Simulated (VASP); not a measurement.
# AlN (R3m) in VASP: notebook, part 2 of 2

VASP 6.6.1.

## 3. Single point, r2SCAN

This run uses another cell than the first one, of the same volume but with other edges.

Contents of POSCAR:

```
AlN
1.0
    1.1556245580      2.8890613950      2.8890613950
    2.8890613950      1.1556245580      2.8890613950
    2.8890613950      2.8890613950      1.1556245580
Al N
1 1
Direct
    0.0000000000      0.0000000000      0.0000000000
    0.7500000000      0.7500000000      0.7500000000
```

Contents of INCAR.step1:

```
  PREC = Accurate
  ENCUT = 520
  ISMEAR = 0
  SIGMA = 0.05
  LREAL = F
  LASPH = T
  NELM = 100
  NBANDS = 11
  GGA = PE
  ALGO = Normal
  EDIFF = 1E-4
  LWAVE = T
  LCHARG = F
```

Contents of INCAR.step2:

```
  PREC = Accurate
  ENCUT = 520
  EDIFF = 1E-7
  ISMEAR = 0
  SIGMA = 0.05
  LREAL = F
  LASPH = T
  NELM = 100
  ALGO = Normal
  ISIF = 2
  LWAVE = F
  LCHARG = T
  METAGGA = R2SCAN
  LMIXTAU = T
  LELF = T
  LVHAR = T
  NBANDS = 11
  ISTART = 1
```

Contents of KPOINTS:

```
Automatic mesh
0
Gamma
  10 10 10
```

Potentials or basis: VASP PAW PBE potentials, release 64 (Al, N).

Launch:

```console
$ cat potpaw_PBE.64/Al/POTCAR potpaw_PBE.64/N/POTCAR > POTCAR
$ cp INCAR.step1 INCAR
$ mpirun -np 1 vasp_std > vasp.out
$ cp INCAR.step2 INCAR
$ mpirun -np 1 vasp_std > vasp.out
```

OUTCAR:

```text
PREC = Accurate
   ENCUT = 520
   EDIFF = 1E-7
   ISMEAR = 0
   LREAL = F
   LASPH = T
   NELM = 100
   ISIF = 2
   METAGGA = R2SCAN
   ISTART = 1

 ion  position               nearest neighbor table
   1  0.000  0.000  0.000-   2 1.73   2 1.73   2 1.73
   2  0.750  0.750  0.750-   1 1.73   1 1.73   1 1.73

  LATTYP: Found a trigonal (rhomboedric) cell.
 ALAT       =     4.2460357520
 COS(alpha) =     0.8333333333

  Lattice vectors:

 A1 = (   1.1556245580,   2.8890613950,   2.8890613950)
 A2 = (   2.8890613950,   1.1556245580,   2.8890613950)
 A3 = (   2.8890613950,   2.8890613950,   1.1556245580)

Analysis of symmetry for initial positions (statically):
=====================================================================
 Subroutine PRICEL returns:
 Original cell was already a primitive cell.

 Routine SETGRP: Setting up the symmetry group for a
 trigonal (rhombohedral) supercell.

 Subroutine GETGRP returns: Found  6 space group operations
 (whereof  6 operations were pure point group operations)
 out of a pool of 12 trial point group operations.

[... 165 lines left out ...]
 cond. band min:       7.2406255578   @ k =   0.4000   0.2000   0.1000
 fundamental gap:      0.0774658196
 Fermi energy:         7.2371730585

 k-point     1 :       0.0000    0.0000    0.0000
  band No.  band energies     occupation
      1     -11.8639      2.00000
      2       0.3761      2.00000
      3       3.4313      2.00000
      4       8.1414      0.00000
      5       8.1414      0.00000
      6      19.7355      0.00000
      7      23.2160      0.00000
      8      25.8347      0.00000
      9      25.8347      0.00000
     10      28.7714      0.00000
     11      29.4594      0.00000
[... 309 lines left out ...]
 k-point    24 :       0.4000    0.3000   -0.0000
  band No.  band energies     occupation
      1      -9.0509      2.00000
      2       1.3973      2.00000
      3       2.3739      2.00000
      4       5.9720      2.00000
      5       7.9034      0.00000
      6      13.7743      0.00000
      7      18.5228      0.00000
      8      21.7767      0.00000
      9      23.3405      0.00000
     10      26.9467      0.00000
     11      29.1303      0.00000

 [... further k-points ...]
[... 5 lines left out ...]
  --------------------------------------------------------------------------------------
  -------------------------------------------------------------------------------------
  Total        9.6997453      9.6997453      9.6997453     -5.2677284     -5.2677284     -5.2677284
  in kB      745.9107351    745.9107351    745.9107351   -405.0884879   -405.0884879   -405.0884879
  external PRESSURE =     745.9107351 kB  Pullay stress =       0.0000000 kB

 VOLUME and BASIS-vectors are now :
 -----------------------------------------------------------------------------
  energy-cutoff  :      520.00
  volume of cell :       20.83
      direct lattice vectors                 reciprocal lattice vectors
     1.155624558  2.889061395  2.889061395    -0.336518367  0.240370262  0.240370262
     2.889061395  1.155624558  2.889061395     0.240370262 -0.336518367  0.240370262
     2.889061395  2.889061395  1.155624558     0.240370262  0.240370262 -0.336518367

 POSITION                                       TOTAL-FORCE (eV/Angst)
 -----------------------------------------------------------------------------------
      0.00000      0.00000      0.00000        -0.922133     -0.922133     -0.922133
      5.20031      5.20031      5.20031         0.922133      0.922133      0.922133
 -----------------------------------------------------------------------------------
    total drift:                                0.000220      0.000220      0.000220

  FREE ENERGIE OF THE ION-ELECTRON SYSTEM (eV)
  ---------------------------------------------------
  free  energy   TOTEN  =       -12.9430397130 eV

  energy  without entropy=      -12.9424545046  energy(sigma->0) =      -12.94274711
```

OUTCAR.step1:

```text
PREC = Accurate
   ENCUT = 520
   ISMEAR = 0
   LREAL = F
   LASPH = T
[... 557 lines left out ...]
 -----------------------------------------------------------------------------------
      0.00000      0.00000      0.00000        -1.223206     -1.223206     -1.223206
      5.20031      5.20031      5.20031         1.223206      1.223206      1.223206
 -----------------------------------------------------------------------------------
    total drift:                               -0.002438     -0.002438     -0.002438

  FREE ENERGIE OF THE ION-ELECTRON SYSTEM (eV)
  ---------------------------------------------------
  free  energy   TOTEN  =        -8.9562293897 eV

  energy  without entropy=       -8.9556519503  energy(sigma->0) =       -8.95594067
```

Run time: 4 min. Hardware: 1 thread of Intel Xeon 8259CL, shared host; peak memory 0.19 GiB.

What came out:

| Property | Result |
| --- | --- |
| Free energy | -12.9430 eV |
| Pressure | 74.6 GPa |
| Largest force | 1.597 eV/Å |
| Band gap on the k mesh | zero (band 4 reaches 8.14 eV, above the bottom of band 5 at 6.68 eV) |

Forces in eV/Å, atoms in the order of the input:
```
Al  -0.922 -0.922 -0.922
N    0.922  0.922  0.922
```

Stress tensor (GPa, compression positive):
```
 74.59 -40.51 -40.51
-40.51  74.59 -40.51
-40.51 -40.51  74.59
```

Levels at points of the mesh, in eV from the Fermi level:
```tsv
k point	band 1	band 2	band 3	band 4	band 5	band 6	band 7	band 8	band 9
(0.00, 0.00, 0.00)	-19.10	-6.86	-3.81	0.90	0.90	12.50	15.98	18.60	18.60
(0.50, 0.00, 0.00)	-15.31	-7.88	-3.18	-0.85	2.11	2.92	9.61	14.86	15.36
(0.50, 0.50, 0.00)	-15.27	-7.71	-3.74	-0.88	0.50	5.44	10.68	14.49	16.17
(0.50, 0.50, 0.50)	-18.91	-9.21	0.86	0.90	0.90	8.39	15.66	18.31	18.31
```

Caveat: the PAW data sets were made with another functional, which shifts forces and pressure a little.

## 4. Single point, r2SCAN

This run uses another cell than the first one, of the same volume but with other edges.

Contents of POSCAR:

```
AlN
1.0
   -0.4733023302      1.9748131708      1.9748131708
    1.9748131708     -0.4733023302      1.9748131708
    1.9748131708      1.9748131708     -0.4733023302
Al N
1 1
Direct
    0.0000000000      0.0000000000      0.0000000000
    0.7500000000      0.7500000000      0.7500000000
```

Contents of INCAR.step1:

```
  PREC = Accurate
  ENCUT = 520
  ISMEAR = 0
  SIGMA = 0.05
  LREAL = False
  LASPH = True
  NELM = 100
  NBANDS = 11
  GGA = PE
  ALGO = Normal
  EDIFF = 1E-4
  LWAVE = True
  LCHARG = False
```

Contents of INCAR.step2:

```
  PREC = Accurate
  ENCUT = 520
  EDIFF = 1E-7
  ISMEAR = 0
  SIGMA = 0.05
  LREAL = False
  LASPH = True
  NELM = 100
  ALGO = Normal
  ISIF = 2
  LWAVE = False
  LCHARG = False
  METAGGA = R2SCAN
  LMIXTAU = True
  NBANDS = 11
  ISTART = 1
```

KPOINTS is that of step 3.

Potentials or basis: VASP PAW PBE potentials, release 64 (Al, N).

Launch:

```console
$ cat potpaw_PBE.64/Al/POTCAR potpaw_PBE.64/N/POTCAR > POTCAR
$ cp INCAR.step1 INCAR
$ mpirun -np 1 vasp_std > vasp.out
$ cp INCAR.step2 INCAR
$ mpirun -np 1 vasp_std > vasp.out
```

OUTCAR:

```text
PREC = Accurate
   ENCUT = 520
   EDIFF = 1E-7
   ISMEAR = 0
   LREAL = False
   LASPH = True
   NELM = 100
   ISIF = 2
   METAGGA = R2SCAN
   ISTART = 1

 ion  position               nearest neighbor table
   1  0.000  0.000  0.000-   2 1.51   2 2.06   2 2.06   2 2.06
   2  0.750  0.750  0.750-   1 1.51   1 2.06   1 2.06   1 2.06

  LATTYP: Found a trigonal (rhomboedric) cell.
 ALAT       =     2.8326293818
 COS(alpha) =     0.2530624440

  Lattice vectors:

 A1 = (  -0.4733023302,   1.9748131708,   1.9748131708)
 A2 = (   1.9748131708,  -0.4733023302,   1.9748131708)
 A3 = (   1.9748131708,   1.9748131708,  -0.4733023302)

Analysis of symmetry for initial positions (statically):
=====================================================================
 Subroutine PRICEL returns:
 Original cell was already a primitive cell.

 Routine SETGRP: Setting up the symmetry group for a
 trigonal (rhombohedral) supercell.

 Subroutine GETGRP returns: Found  6 space group operations
 (whereof  6 operations were pure point group operations)
 out of a pool of 12 trial point group operations.

The static configuration has the point symmetry C_3v.

Analysis of symmetry for dynamics (positions and initial velocities):
=====================================================================
 Subroutine PRICEL returns:
 Original cell was already a primitive cell.

 Routine SETGRP: Setting up the symmetry group for a
 trigonal (rhombohedral) supercell.

 Subroutine GETGRP returns: Found  6 space group operations
 (whereof  6 operations were pure point group operations)
 out of a pool of 12 trial point group operations.

The dynamic configuration has the point symmetry C_3v.

 Subroutine INISYM returns: Found  6 space group operations
 (whereof  6 operations are pure point group operations),
 and found     1 'primitive' translations

----------------------------------------------------------------------------------------

                                     Primitive cell

  volume of cell :      20.8345

  direct lattice vectors                    reciprocal lattice vectors
    -0.473302330  1.974813171  1.974813171    -0.176431579  0.232045881  0.232045881
     1.974813171 -0.473302330  1.974813171     0.232045881 -0.176431579  0.232045881
     1.974813171  1.974813171 -0.473302330     0.232045881  0.232045881 -0.176431579

  length of vectors
     2.832629382  2.832629382  2.832629382     0.372583794  0.372583794  0.372583794

  position of ions in fractional coordinates (direct lattice)
     0.000000000  0.000000000  0.000000000
     0.750000000  0.750000000  0.750000000

  ion indices of the primitive-cell ions
   primitive index   ion index
                 1           1
                 2           2

----------------------------------------------------------------------------------------

 KPOINTS: Automatic mesh

Automatic generation of k-mesh.
 Grid dimensions read from file:
 generate k-points for:   10   10   10

 Generating k-lattice:

  Cartesian coordinates                     Fractional coordinates (reciprocal lattice)
    -0.017643158  0.023204588  0.023204588     0.100000000  0.000000000  0.000000000
     0.023204588 -0.017643158  0.023204588     0.000000000  0.100000000  0.000000000
     0.023204588  0.023204588 -0.017643158     0.000000000  0.000000000  0.100000000

  Length of vectors
     0.037258379  0.037258379  0.037258379

  Shift w.r.t. Gamma in fractional coordinates (k-lattice)
     0.000000000  0.000000000  0.000000000

 Subroutine IBZKPT returns following result:
 ===========================================

 Found    116 irreducible k-points:

 Following reciprocal coordinates:
            Coordinates               Weight
  0.000000  0.000000  0.000000      1.000000
  0.100000  0.000000  0.000000      6.000000
  0.200000  0.000000  0.000000      6.000000
  0.300000  0.000000  0.000000      6.000000
  0.400000  0.000000  0.000000      6.000000
  0.500000  0.000000  0.000000      3.000000
[... 16 lines left out ...]
  0.300000  0.300000  0.000000      6.000000
  0.400000  0.300000  0.000000     12.000000
 [... further k-points ...]
   k-points           NKPTS =    116   k-points in BZ     NKDIM =    116   number of bands    NBANDS=     11
   number of dos      NEDOS =    301   number of ions     NIONS =      2
   total plane-waves  NPLWV =  13824
   dimension x,y,z NGX =    24 NGY =   24 NGZ =   24
   dimension x,y,z NGXF=    48 NGYF=   48 NGZF=   48
   ions per type =               1   1
   NGX,Y,Z   is equivalent  to a cutoff of  14.09, 14.09, 14.09 a.u.
   NGXF,Y,Z  is equivalent  to a cutoff of  28.17, 28.17, 28.17 a.u.
 SYSTEM =  unknown system
   PREC   = accura    normal or accurate (medium, high low for compatibility)
   ISTART =      1    job   : 0-new  1-cont  2-samecut
   ICHARG =      0    charge: 1-file 2-atom 10-const
   ISPIN  =      1    spin polarized calculation?
   LNONCOLLINEAR =      F non collinear calculations
   LSORBIT =      F    spin-orbit coupling
   LASPH  =      T    aspherical Exc in radial PAW
   ENCUT  =  520.0 eV  38.22 Ry    6.18 a.u.   5.27  5.27  5.27*2*pi/ulx,y,z
   NELM   =    100;   NELMIN=  2; NELMDL=  0     # of ELM steps
   EDIFF  = 0.1E-06   stopping-criterion for ELM
   LREAL  =      F    real-space projection
   EDIFFG = 0.1E-05   stopping-criterion for IOM
   NSW    =      0    number of steps for IOM
   IBRION =     -1    ionic relax: 0-MD 1-quasi-New 2-CG
   NFREE  =      0    steps in history (QN), initial steepest desc. (CG)
   ISIF   =      2    stress and relaxation
   ISYM   =      2    0-nonsym 1-usesym 2-fastsym
   POTIM  = 0.5000    time-step for ionic-motion
   TEBEG  =    0.0;   TEEND  =   0.0 temperature during run
   PSTRESS=    0.0 pullay stress
   NELECT =       8.0000    total number of electrons
   NUPDOWN=      -1.0000    fix difference up-down
   EMIN   =  10.00;   EMAX   =-10.00  energy-range for DOS
   EFERMI =   0.00;   METHOD = LEGACY
   ISMEAR =     0;   SIGMA  =   0.05  broadening in eV -4-tet -1-fermi 0-gaus
   EFERMI_NEDOS =   21; number of points for ismear=-14 and -15
   IALGO  =     38    algorithm
   IMIX   =      4    mixing-type and parameters
     AMIX     =   0.40;   BMIX     =  1.00
     AMIX_MAG =   1.60;   BMIX_MAG =  1.00
  volume/ion in A,a.u.               =      10.42        70.30
  Fermi-wavevector in a.u.,A,eV,Ry     =   1.189899  2.248583 19.263943  1.415860
  Thomas-Fermi vector in A             =   2.325996
   LORBIT       =      0    0 simple, 1 ext, 2 COOP (PROOUT), +10 PAW based schemes
   METAGGA = R2SCAN    functional components
   LHFCALC =     F    Hartree Fock is set to
   AEXX    =    0.0000 exact exchange contribution
   IVDW    =     0    specifies the selected vdW correction
   LEPSILON=     F    determine dielectric tensor
   LRPA    =     F    only Hartree local field effects (RPA)
 non-spin polarized calculation
 Gauss-broadening in eV      SIGMA  =   0.05
  energy-cutoff  :      520.00
  volume of cell :       20.83
 maximum number of plane-waves:       584
 NGX is ok and might be reduce to    24

 number of electron       7.9999999 magnetization

 Free energy of the ion-electron system (eV)
  ---------------------------------------------------
  ext. energy  EPLUGINS =         0.00000000
  ---------------------------------------------------
  free energy    TOTEN  =       -16.24438463 eV

  energy without entropy =      -16.24438463  energy(sigma->0) =      -16.24438463

 E-fermi :   6.5327     XC(G=0): -11.3714

 val. band max:        6.2461700478   @ k =   0.1000   0.0000   0.0000
 cond. band min:       8.8040162809   @ k =   0.5000   0.5000  -0.0000
 fundamental gap:      2.5578462331
 Fermi energy:         6.5327197945

 k-point     1 :       0.0000    0.0000    0.0000
  band No.  band energies     occupation
      1     -10.1164      2.00000
      2       5.3455      2.00000
      3       5.3455      2.00000
      4       6.1866      2.00000
      5       9.2748      0.00000
      6      16.8795      0.00000
      7      16.8795      0.00000
      8      24.6548      0.00000
      9      24.6548      0.00000
     10      25.2377      0.00000
     11      26.5921      0.00000
[... 309 lines left out ...]
 k-point    24 :       0.4000    0.3000    0.0000
  band No.  band energies     occupation
      1      -8.0970      2.00000
      2       1.3616      2.00000
      3       3.1765      2.00000
      4       5.8521      2.00000
      5      10.5510      0.00000
      6      16.6313      0.00000
      7      18.6724      0.00000
      8      20.0226      0.00000
      9      24.2554      0.00000
     10      26.7686      0.00000
     11      28.4741      0.00000

 [... further k-points ...]
[... 5 lines left out ...]
  --------------------------------------------------------------------------------------
  -------------------------------------------------------------------------------------
  Total        5.2441448      5.2441448      5.2441448      9.5066366      9.5066366      9.5066366
  in kB      403.2749111    403.2749111    403.2749111    731.0606672    731.0606672    731.0606672
  external PRESSURE =     403.2749111 kB  Pullay stress =       0.0000000 kB

 VOLUME and BASIS-vectors are now :
 -----------------------------------------------------------------------------
  energy-cutoff  :      520.00
  volume of cell :       20.83
      direct lattice vectors                 reciprocal lattice vectors
    -0.473302330  1.974813171  1.974813171    -0.176431579  0.232045881  0.232045881
     1.974813171 -0.473302330  1.974813171     0.232045881 -0.176431579  0.232045881
     1.974813171  1.974813171 -0.473302330     0.232045881  0.232045881 -0.176431579

 POSITION                                       TOTAL-FORCE (eV/Angst)
 -----------------------------------------------------------------------------------
      0.00000      0.00000      0.00000         7.375582      7.375582      7.375582
      2.60724      2.60724      2.60724        -7.375582     -7.375582     -7.375582
 -----------------------------------------------------------------------------------
    total drift:                                0.000422      0.000422      0.000422

  FREE ENERGIE OF THE ION-ELECTRON SYSTEM (eV)
  ---------------------------------------------------
  free  energy   TOTEN  =       -16.2443846336 eV

  energy  without entropy=      -16.2443846336  energy(sigma->0) =      -16.24438463
```

Wall time 1.9 min (1 thread of Intel Xeon 8259CL, shared host); peak memory 0.16 GiB.

What came out:

| Property | Result |
| --- | --- |
| Free energy | -16.2444 eV |
| Pressure | 40.3 GPa |
| Largest force | 12.775 eV/Å |
| Band gap on the k mesh | 2.56 eV, indirect (least direct gap 2.97 eV) |

Forces on the atoms (eV/Å):
```
Al   7.376  7.376  7.376
N   -7.376 -7.376 -7.376
```

Stress tensor (GPa, compression positive):
```
40.33 73.11 73.11
73.11 40.33 73.11
73.11 73.11 40.33
```

Levels at points of the mesh, in eV from the valence-band top:
```csv
k point,band 1,band 2,band 3,band 4,band 5,band 6,band 7,band 8
"(0.00, 0.00, 0.00)",-16.36,-0.90,-0.90,-0.06,3.03,10.63,10.63,18.41
"(0.50, 0.00, 0.00)",-14.68,-6.76,-0.56,-0.11,7.61,8.91,11.23,17.03
"(0.50, 0.50, 0.00)",-13.65,-5.20,-3.75,-0.41,2.56,10.98,12.83,14.17
"(0.50, 0.50, 0.50)",-13.13,-4.69,-2.35,-2.35,5.73,7.99,7.99,9.02
```

Caveat: the PAW data sets were made with another functional, which shifts forces and pressure a little.

## 5. The runs side by side

```tsv
cell	gap on the mesh (eV)	pressure (GPa)	largest force (eV/Å)
a = 2.752 Å, 2 atoms	1.09	178.1	61.46
a = 4.246 Å, angles 33.6°, 2 atoms	none	74.6	1.60
a = 2.833 Å, angles 75.3°, 2 atoms	2.56	40.3	12.77
```

Alike in all rows: task single point; level r2SCAN; potentials or basis VASP PAW PBE potentials, release 64 (Al, N); no spin polarisation; k mesh 10 × 10 × 10; cutoff (eV) 520; smearing gaussian 0.05 eV.

Caveats: the PAW data sets were made with another functional, which shifts forces and pressure a little.

Total energies depend on the potentials used, so only differences within one code and one set of settings carry meaning.
